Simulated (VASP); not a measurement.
# SiO2 (P6_422) in VASP: notebook

Runs on SiO2. Level: LDA. Tasks: single point.

All numbers are computed with VASP 6.6.1; they aren't measurements. Logs are shortened: lines on timing, memory, paths and dates and some standing lists are left out, and cuts for length are marked.

## 1. The cell of the first run

It takes space group P6_422 (No. 181, hexagonal). The conventional cell has a = 4.938 Å, b = 4.938 Å, c = 5.655 Å, α = 90.00°, β = 90.00°, γ = 120.00°. Within 2.1 Å of Si (site symmetry 222) lie 4 O at 1.60 Å. Within 2.1 Å of O (site symmetry 2) lie 2 Si at 1.60 Å.

## 2. Single point, LDA (biaxial strain in the a-b plane: -2.0 %, then relaxed in part)

Contents of INCAR:

```
SYSTEM = SiO2
PREC = Accurate
ENCUT = 520
EDIFF = 1E-7
ISMEAR = 0
SIGMA = 0.02
LREAL = .False.
LASPH = .True.
NELM = 80
ALGO = Normal
ISIF = 2
LWAVE = .False.
LCHARG = .True.
GGA = CA
LELF = .True.
LVHAR = .True.
NBANDS = 34
```

Contents of KPOINTS:

```
Automatic mesh
0
Gamma
  6 6 4
  0 0 0
```

Contents of POSCAR:

```
SiO2
1.0
    4.9379244286      0.0000000000      0.0000000000
   -2.4689622143      4.2763679972      0.0000000000
    0.0000000000      0.0000000000      5.6546237355
Si O
3 6
Direct
    0.0000000000      0.5000000000      0.3333333333
    0.5000000000      0.5000000000      0.6666666667
    0.5000000000      0.0000000000      0.0000000000
    0.5887341956      0.7943670978      0.8333333333
    0.7943670978      0.5887341956      0.5000000000
    0.7943670978      0.2056329022      0.1666666667
    0.4112658044      0.2056329022      0.8333333333
    0.2056329022      0.4112658044      0.5000000000
    0.2056329022      0.7943670978      0.1666666667
```

Potentials or basis: VASP PAW LDA potentials, release 64 (Si, O).

Started as:

```
$ cat potpaw_LDA.64/Si/POTCAR potpaw_LDA.64/O/POTCAR > POTCAR
$ mpirun -np 1 vasp_std > vasp.out
```

OUTCAR:

```text
SYSTEM = SiO2
   PREC = Accurate
   ENCUT = 520
   EDIFF = 1E-7
   ISMEAR = 0
   LREAL = .False.
   LASPH = .True.
   NELM = 80
   ISIF = 2
   GGA = CA

 ion  position               nearest neighbor table
   1  0.000  0.500  0.333-   6 1.60   9 1.60   8 1.60   5 1.60   3 3.11   3 3.11   2 3.11   2 3.11

   2  0.500  0.500  0.667-   4 1.60   7 1.60   5 1.60   8 1.60   3 3.11   3 3.11   1 3.11   1 3.11

   3  0.500  0.000  0.000-   4 1.60   7 1.60   6 1.60   9 1.60   1 3.11   2 3.11   2 3.11   1 3.11

   4  0.589  0.794  0.833-   2 1.60   3 1.60
   5  0.794  0.589  0.500-   1 1.60   2 1.60
   6  0.794  0.206  0.167-   1 1.60   3 1.60
   7  0.411  0.206  0.833-   2 1.60   3 1.60
   8  0.206  0.411  0.500-   1 1.60   2 1.60
   9  0.206  0.794  0.167-   1 1.60   3 1.60

  LATTYP: Found a hexagonal cell.
 ALAT       =     4.9379244286
 C/A-ratio  =     1.1451418136

  Lattice vectors:

 A1 = (   4.9379244286,   0.0000000000,   0.0000000000)
 A2 = (  -2.4689622143,   4.2763679972,   0.0000000000)
 A3 = (   0.0000000000,   0.0000000000,   5.6546237355)

Analysis of symmetry for initial positions (statically):
=====================================================================
 Subroutine PRICEL returns:
 Original cell was already a primitive cell.

 Routine SETGRP: Setting up the symmetry group for a
 hexagonal supercell.

 Subroutine GETGRP returns: Found 12 space group operations
 (whereof  4 operations were pure point group operations)
 out of a pool of 24 trial point group operations.

The static configuration has the point symmetry D_2 .
 The point group associated with its full space group is D_6 .

Analysis of symmetry for dynamics (positions and initial velocities):
=====================================================================
 Subroutine PRICEL returns:
 Original cell was already a primitive cell.

 Routine SETGRP: Setting up the symmetry group for a
 hexagonal supercell.

 Subroutine GETGRP returns: Found 12 space group operations
 (whereof  4 operations were pure point group operations)
 out of a pool of 24 trial point group operations.

The dynamic configuration has the point symmetry D_2 .
 The point group associated with its full space group is D_6 .

 Subroutine INISYM returns: Found 12 space group operations
 (whereof  4 operations are pure point group operations),
 and found     1 'primitive' translations

[... 109 lines left out ...]
   NFREE  =      0    steps in history (QN), initial steepest desc. (CG)
   ISIF   =      2    stress and relaxation
   ISYM   =      2    0-nonsym 1-usesym 2-fastsym
   POTIM  = 0.5000    time-step for ionic-motion
   TEBEG  =    0.0;   TEEND  =   0.0 temperature during run
   PSTRESS=    0.0 pullay stress
   NELECT =      48.0000    total number of electrons
   NUPDOWN=      -1.0000    fix difference up-down
   EMIN   =  10.00;   EMAX   =-10.00  energy-range for DOS
   EFERMI =   0.00;   METHOD = LEGACY
   ISMEAR =     0;   SIGMA  =   0.02  broadening in eV -4-tet -1-fermi 0-gaus
   EFERMI_NEDOS =   21; number of points for ismear=-14 and -15
   IALGO  =     38    algorithm
   IMIX   =      4    mixing-type and parameters
     AMIX     =   0.40;   BMIX     =  1.00
     AMIX_MAG =   1.60;   BMIX_MAG =  1.00
  volume/ion in A,a.u.               =      13.27        89.53
  Fermi-wavevector in a.u.,A,eV,Ry     =   1.208224  2.283213 19.861860  1.459806
  Thomas-Fermi vector in A             =   2.343838
   LORBIT       =      0    0 simple, 1 ext, 2 COOP (PROOUT), +10 PAW based schemes
   GGA     = CA    functional components
   LHFCALC =     F    Hartree Fock is set to
   AEXX    =    0.0000 exact exchange contribution
   IVDW    =     0    specifies the selected vdW correction
   LEPSILON=     F    determine dielectric tensor
   LRPA    =     F    only Hartree local field effects (RPA)
 non-spin polarized calculation
 Gauss-broadening in eV      SIGMA  =   0.02
  energy-cutoff  :      520.00
  volume of cell :      119.41
 maximum number of plane-waves:      3230
 NGX is ok and might be reduce to    40
   NGX = 19   NGY = 19   NGZ = 21

 number of electron      47.9999973 magnetization

 Free energy of the ion-electron system (eV)
  ---------------------------------------------------
  ext. energy  EPLUGINS =         0.00000000
  ---------------------------------------------------
  free energy    TOTEN  =       -77.76000876 eV

  energy without entropy =      -77.76000876  energy(sigma->0) =      -77.76000876

 E-fermi :   0.6910     XC(G=0):  -9.4495

 val. band max:        0.5506122170   @ k =   0.0000   0.0000   0.5000
 cond. band min:       6.0189456828   @ k =   0.0000   0.0000   0.0000
 fundamental gap:      5.4683334658
 Fermi energy:         0.6909822578

 k-point     1 :       0.0000    0.0000    0.0000
  band No.  band energies     occupation
      1     -18.7926      2.00000
      2     -17.3008      2.00000
      3     -17.3008      2.00000
      4     -16.5249      2.00000
      5     -16.5249      2.00000
      6     -16.5116      2.00000
[... 766 lines left out ...]
     33      11.8909      0.00000
     34      11.9337      0.00000

------------------------ aborting loop because EDIFF is reached ----------------------------------------

  FORCE on cell =-STRESS in cart. coord.  units (eV):
  Direction    XX          YY          ZZ          XY          YZ          ZX
  --------------------------------------------------------------------------------------
  -------------------------------------------------------------------------------------
  Total        2.5111268      2.5111268      0.5364065      0.0000000     -0.0000000      0.0000000
  in kB       33.6942658     33.6942658      7.1974954      0.0000000     -0.0000000      0.0000000
  external PRESSURE =      24.8620090 kB  Pullay stress =       0.0000000 kB

 VOLUME and BASIS-vectors are now :
 -----------------------------------------------------------------------------
  energy-cutoff  :      520.00
  volume of cell :      119.41
      direct lattice vectors                 reciprocal lattice vectors
     4.937924429  0.000000000  0.000000000     0.202514237  0.116921649  0.000000000
    -2.468962214  4.276367997  0.000000000     0.000000000  0.233843299  0.000000000
     0.000000000  0.000000000  5.654623736     0.000000000  0.000000000  0.176846426

 POSITION                                       TOTAL-FORCE (eV/Angst)
 -----------------------------------------------------------------------------------
     -1.23448      2.13818      1.88487        -0.000000     -0.000000      0.000000
      1.23448      2.13818      3.76975        -0.000000     -0.000000      0.000000
      2.46896      0.00000      0.00000         0.000000     -0.000000      0.000000
      0.94586      3.39701      4.71219         0.006822      0.003939      0.000000
      2.46896      2.51764      2.82731         0.000000      0.007878      0.000000
      3.41482      0.87936      0.94244         0.006822     -0.003939     -0.000000
      1.52310      0.87936      4.71219        -0.006822     -0.003939      0.000000
      0.00000      1.75872      2.82731         0.000000     -0.007878     -0.000000
     -0.94586      3.39701      0.94244        -0.006822      0.003939     -0.000000
 -----------------------------------------------------------------------------------
    total drift:                                0.000000     -0.000000     -0.000001

  FREE ENERGIE OF THE ION-ELECTRON SYSTEM (eV)
  ---------------------------------------------------
  free  energy   TOTEN  =       -77.7600087597 eV

  energy  without entropy=      -77.7600087597  energy(sigma->0) =      -77.76000876
```

OSZICAR:

```text
N       E                     dE             d eps       ncg     rms          rms(c)
DAV:   1     0.277735425301E+03    0.27774E+03   -0.25226E+04  1436   0.130E+03
DAV:   2    -0.689545693626E+02   -0.34669E+03   -0.33399E+03  1838   0.305E+02
DAV:   3    -0.880292397550E+02   -0.19075E+02   -0.18992E+02  1832   0.748E+01
DAV:   4    -0.882397922746E+02   -0.21055E+00   -0.21035E+00  1768   0.890E+00
DAV:   5    -0.882428153083E+02   -0.30230E-02   -0.30217E-02  1830   0.106E+00    0.268E+01
DAV:   6    -0.780472018022E+02    0.10196E+02   -0.36642E+01  1612   0.320E+01    0.135E+01
DAV:   7    -0.778715475145E+02    0.17565E+00   -0.10412E+00  1760   0.491E+00    0.461E+00
DAV:   8    -0.777760406416E+02    0.95507E-01   -0.59352E-02  1780   0.164E+00    0.176E+00
DAV:   9    -0.777594150772E+02    0.16626E-01   -0.21551E-02  1832   0.996E-01    0.271E-01
DAV:  10    -0.777600561747E+02   -0.64110E-03   -0.21058E-03  1720   0.244E-01    0.957E-02
DAV:  11    -0.777600077850E+02    0.48390E-04   -0.58552E-04  1760   0.142E-01    0.161E-02
DAV:  12    -0.777600085489E+02   -0.76385E-06   -0.13621E-05  1792   0.209E-02    0.815E-03
DAV:  13    -0.777600086885E+02   -0.13968E-06   -0.44500E-06  1744   0.114E-02    0.374E-03
DAV:  14    -0.777600087597E+02   -0.71212E-07   -0.96253E-08  1264   0.182E-03
   1 F= -.77760009E+02 E0= -.77760009E+02  d E =-.633935E-25
```

Wall time 54 s (1 thread of AMD EPYC 9R14 (Zen 4), shared host); peak memory 0.19 GiB.

Results:

| Property | Result |
| --- | --- |
| Free energy | -77.7600 eV |
| Pressure | 2.5 GPa |
| Largest force | 0.008 eV/Å |
| Band gap on the k mesh | 5.47 eV, indirect (least direct gap 5.57 eV) |

Forces on the atoms (eV/Å):
```
Si   0.000  0.000  0.000
Si   0.000  0.000  0.000
Si   0.000  0.000  0.000
O    0.007  0.004  0.000
O    0.000  0.008  0.000
O    0.007 -0.004  0.000
O   -0.007 -0.004  0.000
O    0.000 -0.008  0.000
O   -0.007  0.004  0.000
```

Stress tensor (GPa, compression positive):
```
3.37 0.00 0.00
0.00 3.37 0.00
0.00 0.00 0.72
```

Levels at points of the mesh, in eV from the valence-band top:
| k point | band 21 | band 22 | band 23 | band 24 | band 25 | band 26 | band 27 | band 28 |
| --- | --- | --- | --- | --- | --- | --- | --- | --- |
| (0.00, 0.00, 0.00) | -1.15 | -0.54 | -0.54 | -0.10 | 5.47 | 8.68 | 8.68 | 9.11 |
| (0.50, 0.00, 0.00) | -1.23 | -1.09 | -0.45 | -0.04 | 7.53 | 8.44 | 9.37 | 9.43 |
| (0.00, 0.00, 0.50) | -1.19 | -0.42 | 0.00 | 0.00 | 7.26 | 7.26 | 8.00 | 9.55 |
| (0.50, 0.00, 0.50) | -0.99 | -0.84 | -0.80 | -0.34 | 8.64 | 8.80 | 8.99 | 9.03 |

Caveat: the cell differs from its parent crystal (biaxial strain in the a-b plane: -2.0 %, then relaxed in part).

## 3. Single point, LDA

Contents of INCAR:

```
PREC = Accurate
ENCUT = 520
EDIFF = 1E-7
ISMEAR = 0
SIGMA = 0.02
LREAL = F
LASPH = T
NELM = 100
ALGO = Normal
ISIF = 2
LWAVE = F
LCHARG = T
GGA = CA
LELF = T
LVHAR = T
NBANDS = 34
```

Contents of KPOINTS:

```
Automatic mesh
0
Gamma
  6 6 4
```

POSCAR is that of step 2.

Potentials or basis: VASP PAW LDA potentials, release 64 (Si, O).

Started as:

```
$ cat potpaw_LDA.64/Si/POTCAR potpaw_LDA.64/O/POTCAR > POTCAR
$ mpirun -np 1 vasp_std > vasp.out
```

OUTCAR:

```text
PREC = Accurate
   ENCUT = 520
   EDIFF = 1E-7
   ISMEAR = 0
   LREAL = F
   LASPH = T
   NELM = 100
   ISIF = 2
   GGA = CA

 ion  position               nearest neighbor table
   1  0.000  0.500  0.333-   6 1.60   9 1.60   8 1.60   5 1.60   3 3.11   3 3.11   2 3.11   2 3.11

   2  0.500  0.500  0.667-   4 1.60   7 1.60   5 1.60   8 1.60   3 3.11   3 3.11   1 3.11   1 3.11

   3  0.500  0.000  0.000-   4 1.60   7 1.60   6 1.60   9 1.60   1 3.11   2 3.11   2 3.11   1 3.11

   4  0.589  0.794  0.833-   2 1.60   3 1.60
   5  0.794  0.589  0.500-   1 1.60   2 1.60
[... 993 lines left out ...]
  in kB       33.6942658     33.6942658      7.1974954      0.0000000     -0.0000000      0.0000000
  external PRESSURE =      24.8620090 kB  Pullay stress =       0.0000000 kB

 VOLUME and BASIS-vectors are now :
 -----------------------------------------------------------------------------
  energy-cutoff  :      520.00
  volume of cell :      119.41
      direct lattice vectors                 reciprocal lattice vectors
     4.937924429  0.000000000  0.000000000     0.202514237  0.116921649  0.000000000
    -2.468962214  4.276367997  0.000000000     0.000000000  0.233843299  0.000000000
     0.000000000  0.000000000  5.654623736     0.000000000  0.000000000  0.176846426

 POSITION                                       TOTAL-FORCE (eV/Angst)
 -----------------------------------------------------------------------------------
     -1.23448      2.13818      1.88487        -0.000000     -0.000000      0.000000
      1.23448      2.13818      3.76975        -0.000000     -0.000000      0.000000
      2.46896      0.00000      0.00000         0.000000     -0.000000      0.000000
      0.94586      3.39701      4.71219         0.006822      0.003939      0.000000
      2.46896      2.51764      2.82731         0.000000      0.007878      0.000000
      3.41482      0.87936      0.94244         0.006822     -0.003939     -0.000000
      1.52310      0.87936      4.71219        -0.006822     -0.003939      0.000000
      0.00000      1.75872      2.82731         0.000000     -0.007878     -0.000000
     -0.94586      3.39701      0.94244        -0.006822      0.003939     -0.000000
 -----------------------------------------------------------------------------------
    total drift:                                0.000000     -0.000000     -0.000001

  FREE ENERGIE OF THE ION-ELECTRON SYSTEM (eV)
  ---------------------------------------------------
  free  energy   TOTEN  =       -77.7600087597 eV

  energy  without entropy=      -77.7600087597  energy(sigma->0) =      -77.76000876
```

OSZICAR:

```text
N       E                     dE             d eps       ncg     rms          rms(c)
DAV:   1     0.277735425301E+03    0.27774E+03   -0.25226E+04  1436   0.130E+03
DAV:   2    -0.689545693626E+02   -0.34669E+03   -0.33399E+03  1838   0.305E+02
DAV:   3    -0.880292397550E+02   -0.19075E+02   -0.18992E+02  1832   0.748E+01
DAV:   4    -0.882397922746E+02   -0.21055E+00   -0.21035E+00  1768   0.890E+00
DAV:   5    -0.882428153083E+02   -0.30230E-02   -0.30217E-02  1830   0.106E+00    0.268E+01
DAV:   6    -0.780472018022E+02    0.10196E+02   -0.36642E+01  1612   0.320E+01    0.135E+01
DAV:   7    -0.778715475145E+02    0.17565E+00   -0.10412E+00  1760   0.491E+00    0.461E+00
DAV:   8    -0.777760406416E+02    0.95507E-01   -0.59352E-02  1780   0.164E+00    0.176E+00
DAV:   9    -0.777594150772E+02    0.16626E-01   -0.21551E-02  1832   0.996E-01    0.271E-01
DAV:  10    -0.777600561747E+02   -0.64110E-03   -0.21058E-03  1720   0.244E-01    0.957E-02
DAV:  11    -0.777600077850E+02    0.48390E-04   -0.58552E-04  1760   0.142E-01    0.161E-02
DAV:  12    -0.777600085489E+02   -0.76385E-06   -0.13621E-05  1792   0.209E-02    0.815E-03
DAV:  13    -0.777600086885E+02   -0.13968E-06   -0.44500E-06  1744   0.114E-02    0.374E-03
DAV:  14    -0.777600087597E+02   -0.71212E-07   -0.96253E-08  1264   0.182E-03
   1 F= -.77760009E+02 E0= -.77760009E+02  d E =-.633935E-25
```

Run time: 56 s. Hardware: 1 thread of AMD EPYC 9R14 (Zen 4), shared host; peak memory 0.19 GiB.

Results:

```
Free energy            : -77.7600 eV
Pressure               : 2.5 GPa
Largest force          : 0.008 eV/Å
Band gap on the k mesh : 5.47 eV, indirect (least direct gap 5.57 eV)
```

Forces in eV/Å, atoms in the order of the input:
```
Si   0.000  0.000  0.000
Si   0.000  0.000  0.000
Si   0.000  0.000  0.000
O    0.007  0.004  0.000
O    0.000  0.008  0.000
O    0.007 -0.004  0.000
O   -0.007 -0.004  0.000
O    0.000 -0.008  0.000
O   -0.007  0.004  0.000
```

Stress tensor (GPa, compression positive):
```
3.37 0.00 0.00
0.00 3.37 0.00
0.00 0.00 0.72
```

A k mesh can miss the band edges.

## 4. Single point, LDA (biaxial strain in the a-b plane: -1.0 %)

Contents of INCAR:

```
ALGO = Normal
EDIFF = 1E-6
ENCUT = 520
ISIF = 2
ISMEAR = 0
LASPH = True
LCHARG = False
LREAL = False
LWAVE = False
NBANDS = 34
NELM = 80
PREC = Accurate
SIGMA = 0.02
```

Contents of KPOINTS:

```
k-points
0
Gamma
  6 6 4
```

Contents of POSCAR:

```
SiO2
1.0
    4.9883114126      0.0000000000      0.0000000000
   -2.4941557063      4.3200044053      0.0000000000
    0.0000000000      0.0000000000      5.5580041130
Si O
3 6
Direct
    0.0000000000      0.5000000000      0.3333333333
    0.5000000000      0.5000000000      0.6666666667
    0.5000000000      0.0000000000      0.0000000000
    0.5843949018      0.7921974509      0.8333333333
    0.7921974509      0.5843949018      0.5000000000
    0.7921974509      0.2078025491      0.1666666667
    0.4156050982      0.2078025491      0.8333333333
    0.2078025491      0.4156050982      0.5000000000
    0.2078025491      0.7921974509      0.1666666667
```

Potentials or basis: VASP PAW LDA potentials, release 64 (Si, O).

Started as:

```
$ cat potpaw_LDA.64/Si/POTCAR potpaw_LDA.64/O/POTCAR > POTCAR
$ mpirun -np 1 vasp_std > vasp.out
```

OUTCAR:

```text
EDIFF = 1E-6
   ENCUT = 520
   ISIF = 2
   ISMEAR = 0
   LASPH = True
   LREAL = False
   NELM = 80
   PREC = Accurate

 ion  position               nearest neighbor table
   1  0.000  0.500  0.333-   6 1.60   9 1.60   8 1.60   5 1.60   3 3.11   3 3.11   2 3.11   2 3.11

   2  0.500  0.500  0.667-   4 1.60   7 1.60   5 1.60   8 1.60   3 3.11   3 3.11   1 3.11   1 3.11

   3  0.500  0.000  0.000-   6 1.60   9 1.60   7 1.60   4 1.60   1 3.11   2 3.11   2 3.11   1 3.11

   4  0.584  0.792  0.833-   2 1.60   3 1.60
   5  0.792  0.584  0.500-   2 1.60   1 1.60
[... 992 lines left out ...]
  Total        2.7208710      2.7208710      1.9889695     -0.0000000     -0.0000000      0.0000000
  in kB       36.3966928     36.3966928     26.6061534     -0.0000000     -0.0000000      0.0000000
  external PRESSURE =      33.1331797 kB  Pullay stress =       0.0000000 kB

 VOLUME and BASIS-vectors are now :
 -----------------------------------------------------------------------------
  energy-cutoff  :      520.00
  volume of cell :      119.77
      direct lattice vectors                 reciprocal lattice vectors
     4.988311413  0.000000000  0.000000000     0.200468639  0.115740623  0.000000000
    -2.494155706  4.320004405  0.000000000     0.000000000  0.231481245  0.000000000
     0.000000000  0.000000000  5.558004113     0.000000000  0.000000000  0.179920702

 POSITION                                       TOTAL-FORCE (eV/Angst)
 -----------------------------------------------------------------------------------
     -1.24708      2.16000      1.85267        -0.000000     -0.000000      0.000000
      1.24708      2.16000      3.70534        -0.000000     -0.000000     -0.000000
      2.49416      0.00000      0.00000         0.000000     -0.000000      0.000000
      0.93928      3.42230      4.63167         0.123019      0.071025     -0.000000
      2.49416      2.52459      2.77900         0.000000      0.142051     -0.000000
      3.43344      0.89771      0.92633         0.123019     -0.071025     -0.000000
      1.55488      0.89771      4.63167        -0.123019     -0.071025      0.000000
      0.00000      1.79542      2.77900        -0.000000     -0.142051     -0.000000
     -0.93928      3.42230      0.92633        -0.123019      0.071025      0.000000
 -----------------------------------------------------------------------------------
    total drift:                                0.000000     -0.000000     -0.000001

  FREE ENERGIE OF THE ION-ELECTRON SYSTEM (eV)
  ---------------------------------------------------
  free  energy   TOTEN  =       -77.7834407549 eV

  energy  without entropy=      -77.7834407549  energy(sigma->0) =      -77.78344075
```

Run time: 50 s. Hardware: 1 thread of AMD EPYC 9R14 (Zen 4), shared host; peak memory 0.19 GiB.

What came out:

* Free energy: -77.7834 eV
* Pressure: 3.3 GPa
* Largest force: 0.142 eV/Å
* Band gap on the k mesh: 5.54 eV, indirect (least direct gap 5.70 eV)

Forces in eV/Å, atoms in the order of the input:
```
Si   0.000  0.000  0.000
Si   0.000  0.000  0.000
Si   0.000  0.000  0.000
O    0.123  0.071  0.000
O    0.000  0.142  0.000
O    0.123 -0.071  0.000
O   -0.123 -0.071  0.000
O    0.000 -0.142  0.000
O   -0.123  0.071  0.000
```

Caveat: the cell differs from its parent crystal (biaxial strain in the a-b plane: -1.0 %).
